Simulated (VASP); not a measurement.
# InP (Fm-3m) in VASP: notebook

Runs on InP. Level: LDA. Tasks: single point, relaxation of cell and atoms.

All numbers are computed with VASP 6.6.1; they aren't measurements. Logs are shortened: lines on timing, memory, paths and dates and some standing lists are left out, and cuts for length are marked.

## (1) The cell of the first run

Symmetry: Fm-3m, No. 225, cubic system. Conventional cell: a = 5.417 Å, b = 5.417 Å, c = 5.417 Å, α = 90.00°, β = 90.00°, γ = 90.00°. In (site symmetry m-3m) has 6 P at 2.71 Å within 3.6 Å. P (site symmetry m-3m) has 6 In at 2.71 Å within 3.6 Å.

## (2) Single point, LDA

File INCAR:

```
PREC = Accurate
ENCUT = 520
EDIFF = 1E-6
ISMEAR = 0
SIGMA = 0.1
LREAL = F
LASPH = T
NELM = 100
ALGO = Normal
ISIF = 2
LWAVE = F
LCHARG = T
GGA = CA
LELF = T
LVHAR = T
NBANDS = 16
```

File KPOINTS:

```
Automatic mesh
0
Gamma
  14 14 14
```

File POSCAR:

```
InP
1.0
    0.0000000000      2.7087207016      2.7087207016
    2.7087207016      0.0000000000      2.7087207016
    2.7087207016      2.7087207016      0.0000000000
In P
1 1
Direct
    0.0000000000      0.0000000000      0.0000000000
    0.5000000000      0.5000000000      0.5000000000
```

Potentials or basis: VASP PAW LDA potentials, release 64 (In_d, P).

Started as:

```bash
$ cat potpaw_LDA.64/In_d/POTCAR potpaw_LDA.64/P/POTCAR > POTCAR
$ mpirun -np 1 vasp_std > vasp.out
```

OUTCAR:

```text
PREC = Accurate
   ENCUT = 520
   EDIFF = 1E-6
   ISMEAR = 0
   LREAL = F
   LASPH = T
   NELM = 100
   ISIF = 2
   GGA = CA

 ion  position               nearest neighbor table
   1  0.000  0.000  0.000-   2 2.71   2 2.71   2 2.71   2 2.71   2 2.71   2 2.71
   2  0.500  0.500  0.500-   1 2.71   1 2.71   1 2.71   1 2.71   1 2.71   1 2.71

  LATTYP: Found a face centered cubic cell.
 ALAT       =     5.4174414032

  Lattice vectors:

 A1 = (   0.0000000000,   2.7087207016,   2.7087207016)
 A2 = (   2.7087207016,   0.0000000000,   2.7087207016)
 A3 = (   2.7087207016,   2.7087207016,   0.0000000000)

Analysis of symmetry for initial positions (statically):
=====================================================================
 Subroutine PRICEL returns:
 Original cell was already a primitive cell.

 Routine SETGRP: Setting up the symmetry group for a
 face centered cubic supercell.

 Subroutine GETGRP returns: Found 48 space group operations
 (whereof 48 operations were pure point group operations)
 out of a pool of 48 trial point group operations.

The static configuration has the point symmetry O_h .

Analysis of symmetry for dynamics (positions and initial velocities):
=====================================================================
 Subroutine PRICEL returns:
 Original cell was already a primitive cell.

 Routine SETGRP: Setting up the symmetry group for a
 face centered cubic supercell.

 Subroutine GETGRP returns: Found 48 space group operations
 (whereof 48 operations were pure point group operations)
 out of a pool of 48 trial point group operations.

The dynamic configuration has the point symmetry O_h .

 Subroutine INISYM returns: Found 48 space group operations
 (whereof 48 operations are pure point group operations),
 and found     1 'primitive' translations

----------------------------------------------------------------------------------------

                                     Primitive cell

  volume of cell :      39.7487

  direct lattice vectors                    reciprocal lattice vectors
     0.000000000  2.708720702  2.708720702    -0.184588983  0.184588983  0.184588983
     2.708720702  0.000000000  2.708720702     0.184588983 -0.184588983  0.184588983
     2.708720702  2.708720702  0.000000000     0.184588983  0.184588983 -0.184588983

  length of vectors
[... 80 lines left out ...]
   ENCUT  =  520.0 eV  38.22 Ry    6.18 a.u.   7.12  7.12  7.12*2*pi/ulx,y,z
   NELM   =    100;   NELMIN=  2; NELMDL= -5     # of ELM steps
   EDIFF  = 0.1E-05   stopping-criterion for ELM
   LREAL  =      F    real-space projection
   EDIFFG = 0.1E-04   stopping-criterion for IOM
   NSW    =      0    number of steps for IOM
   IBRION =     -1    ionic relax: 0-MD 1-quasi-New 2-CG
   NFREE  =      0    steps in history (QN), initial steepest desc. (CG)
   ISIF   =      2    stress and relaxation
   ISYM   =      2    0-nonsym 1-usesym 2-fastsym
   POTIM  = 0.5000    time-step for ionic-motion
   TEBEG  =    0.0;   TEEND  =   0.0 temperature during run
   PSTRESS=    0.0 pullay stress
   NELECT =      18.0000    total number of electrons
   NUPDOWN=      -1.0000    fix difference up-down
   EMIN   =  10.00;   EMAX   =-10.00  energy-range for DOS
   EFERMI =   0.00;   METHOD = LEGACY
   ISMEAR =     0;   SIGMA  =   0.10  broadening in eV -4-tet -1-fermi 0-gaus
   EFERMI_NEDOS =   21; number of points for ismear=-14 and -15
   IALGO  =     38    algorithm
   IMIX   =      4    mixing-type and parameters
     AMIX     =   0.40;   BMIX     =  1.00
     AMIX_MAG =   1.60;   BMIX_MAG =  1.00
  volume/ion in A,a.u.               =      19.87       134.12
  Fermi-wavevector in a.u.,A,eV,Ry     =   1.257163  2.375693 21.503433  1.580458
  Thomas-Fermi vector in A             =   2.390835
   LORBIT       =      0    0 simple, 1 ext, 2 COOP (PROOUT), +10 PAW based schemes
   GGA     = CA    functional components
   LHFCALC =     F    Hartree Fock is set to
   AEXX    =    0.0000 exact exchange contribution
   IVDW    =     0    specifies the selected vdW correction
   LEPSILON=     F    determine dielectric tensor
   LRPA    =     F    only Hartree local field effects (RPA)
 non-spin polarized calculation
 Gauss-broadening in eV      SIGMA  =   0.10
  energy-cutoff  :      520.00
  volume of cell :       39.75
 maximum number of plane-waves:      1090
   NGX = 15   NGY = 15   NGZ = 15

 number of electron      18.0000010 magnetization

 Free energy of the ion-electron system (eV)
  ---------------------------------------------------
  ext. energy  EPLUGINS =         0.00000000
  ---------------------------------------------------
  free energy    TOTEN  =        -9.32212861 eV

  energy without entropy =       -9.31609677  energy(sigma->0) =       -9.31911269

 E-fermi :   7.6550     XC(G=0): -10.9417

 val. band max:        7.6530614234   @ k =   0.3571   0.1429   0.0714
 cond. band min:       7.6781487346   @ k =  -0.3571   0.1429   0.0000
 fundamental gap:      0.0250873113
 Fermi energy:         7.6550286706

 k-point     1 :       0.0000    0.0000    0.0000
  band No.  band energies     occupation
      1      -6.5646      2.00000
      2      -6.5646      2.00000
      3      -6.5360      2.00000
      4      -6.5360      2.00000
      5      -6.5360      2.00000
      6      -4.8301      2.00000
[... 433 lines left out ...]
      3      -6.5537      2.00000
      4      -6.4871      2.00000
      5      -6.4690      2.00000
      6      -3.7965      2.00000
[... 8 lines left out ...]
     15      17.9864      0.00000
     16      18.1631      0.00000

 [... further k-points ...]

------------------------ aborting loop because EDIFF is reached ----------------------------------------

  FORCE on cell =-STRESS in cart. coord.  units (eV):
  Direction    XX          YY          ZZ          XY          YZ          ZX
  --------------------------------------------------------------------------------------
  -------------------------------------------------------------------------------------
  Total        0.0060054      0.0060054      0.0060054     -0.0000000     -0.0000000      0.0000000
  in kB        0.2420639      0.2420639      0.2420639     -0.0000000     -0.0000000      0.0000000
  external PRESSURE =       0.2420639 kB  Pullay stress =       0.0000000 kB

 VOLUME and BASIS-vectors are now :
 -----------------------------------------------------------------------------
  energy-cutoff  :      520.00
  volume of cell :       39.75
      direct lattice vectors                 reciprocal lattice vectors
     0.000000000  2.708720702  2.708720702    -0.184588983  0.184588983  0.184588983
     2.708720702  0.000000000  2.708720702     0.184588983 -0.184588983  0.184588983
     2.708720702  2.708720702  0.000000000     0.184588983  0.184588983 -0.184588983

 POSITION                                       TOTAL-FORCE (eV/Angst)
 -----------------------------------------------------------------------------------
      0.00000      0.00000      0.00000        -0.000000      0.000000     -0.000000
      2.70872      2.70872      2.70872         0.000000     -0.000000      0.000000
 -----------------------------------------------------------------------------------
    total drift:                               -0.000000      0.000000      0.000000

  FREE ENERGIE OF THE ION-ELECTRON SYSTEM (eV)
  ---------------------------------------------------
  free  energy   TOTEN  =        -9.3221286055 eV

  energy  without entropy=       -9.3160967703  energy(sigma->0) =       -9.31911269
```

OSZICAR:

```text
N       E                     dE             d eps       ncg     rms          rms(c)
DAV:   1     0.108055849887E+03    0.10806E+03   -0.84850E+03  3336   0.136E+03
DAV:   2    -0.296037669505E+01   -0.11102E+03   -0.10646E+03  3760   0.312E+02
DAV:   3    -0.947297759630E+01   -0.65126E+01   -0.63930E+01  4328   0.716E+01
DAV:   4    -0.962815322702E+01   -0.15518E+00   -0.15511E+00  4168   0.110E+01
DAV:   5    -0.963541607121E+01   -0.72628E-02   -0.72626E-02  4912   0.216E+00    0.547E+00
DAV:   6    -0.934328976564E+01    0.29213E+00   -0.49993E-01  5040   0.129E+01    0.313E+00
DAV:   7    -0.932603051536E+01    0.17259E-01   -0.66785E-02  5208   0.233E+00    0.125E+00
DAV:   8    -0.932226728625E+01    0.37632E-02   -0.50399E-03  4272   0.914E-01    0.178E-01
DAV:   9    -0.932212694955E+01    0.14034E-03   -0.30293E-04  5344   0.293E-01    0.974E-02
DAV:  10    -0.932212989531E+01   -0.29458E-05   -0.25417E-05  4552   0.430E-02    0.476E-02
DAV:  11    -0.932212882634E+01    0.10690E-05   -0.37473E-06  4464   0.204E-02    0.647E-03
DAV:  12    -0.932212860545E+01    0.22088E-06   -0.92664E-07  2376   0.178E-02
   1 F= -.93221286E+01 E0= -.93191127E+01  d E =-.603184E-02
```

stdout:

```text
POSCAR found type information on POSCAR InP
 POSCAR found :  2 types and       2 ions
 scaLAPACK will be used
 LDA part: xc-table for (Slater(with rela. corr.)+CA(PZ))
 , standard interpolation
 POSCAR, INCAR and KPOINTS ok, starting setup
 FFT: planning ... GRIDC
 FFT: planning ... GRID_SOFT
 FFT: planning ... GRID
 WAVECAR not read
 entering main loop
```

It took 83 s on 1 thread of AMD EPYC 7R43 (Zen 3), shared host; peak memory 0.15 GiB.

What came out:

* Free energy: -9.3221 eV
* Pressure: 0.0 GPa
* Band gap on the k mesh: zero (band 9 reaches 8.05 eV, above the bottom of band 10 at 5.13 eV)

Caveat: spin-orbit coupling is left out, which moves the levels of the heavy elements.

## (3) Relaxation of cell and atoms, LDA

File INCAR:

```
PREC = Accurate ; ENCUT = 600
EDIFF = 1E-6 ; ISMEAR = 0
SIGMA = 0.1 ; LREAL = F
LASPH = T ; NELM = 100
ALGO = Normal ; ISIF = 3
LWAVE = F ; LCHARG = F
IBRION = 2 ; NSW = 100
EDIFFG = -0.005
```

KPOINTS is that of step 2.

File POSCAR:

```
InP
1.0
    0.0000000000      2.7075057388      2.7075057388
    2.7075057388      0.0000000000      2.7075057388
    2.7075057388      2.7075057388      0.0000000000
In P
1 1
Direct
    0.0000000000      0.0000000000      0.0000000000
    0.5000000000      0.5000000000      0.5000000000
```

Potentials or basis: VASP PAW LDA potentials, release 64 (In_d, P).

Started as:

```bash
$ cat potpaw_LDA.64/In_d/POTCAR potpaw_LDA.64/P/POTCAR > POTCAR
$ mpirun -np 1 vasp_std > vasp.out
```

It took 2.6 min on 1 thread of AMD EPYC 7R43 (Zen 3), shared host; peak memory 0.18 GiB.

The run converged. Its results:

```yaml
Free_energy: -9.3222 eV
Relaxed_volume: 19.89 Å³/atom
Relaxed_cell: a = 3.832 Å, b = 3.832 Å, c = 3.832 Å, α = 60.00°, β = 60.00°, γ = 60.00°
Space_group_after_relaxing_to_0.05_Å: Fm-3m (No. 225)
Energy_gained_by_relaxing: 0.0 meV/atom
Ionic_steps: 3
Pressure_after_relaxing: 0.0 GPa
Band_gap_on_the_k_mesh: zero (band 9 reaches 8.03 eV, above the bottom of band 10 at 5.12 eV)
```

Final structure:
```
CELL_PARAMETERS angstrom
0.00000 2.70958 2.70958
2.70958 0.00000 2.70958
2.70958 2.70958 0.00000
ATOMIC_POSITIONS crystal
In 0.00000 0.00000 0.00000
P 0.50000 0.50000 0.50000
```

Levels at points of the mesh, in eV from the Fermi level:
| k point | band 7 | band 8 | band 9 | band 10 | band 11 | band 12 |
| --- | --- | --- | --- | --- | --- | --- |
| (0.00, 0.00, 0.00) | -0.30 | -0.30 | -0.30 | 0.94 | 7.17 | 7.17 |
| (0.50, 0.00, 0.00) | -7.02 | 0.23 | 0.23 | 2.47 | 3.33 | 3.33 |
| (0.50, 0.50, 0.00) | -5.35 | -2.54 | -2.53 | -2.53 | 3.74 | 10.29 |

Caveat: spin-orbit coupling is left out, which moves the levels of the heavy elements.
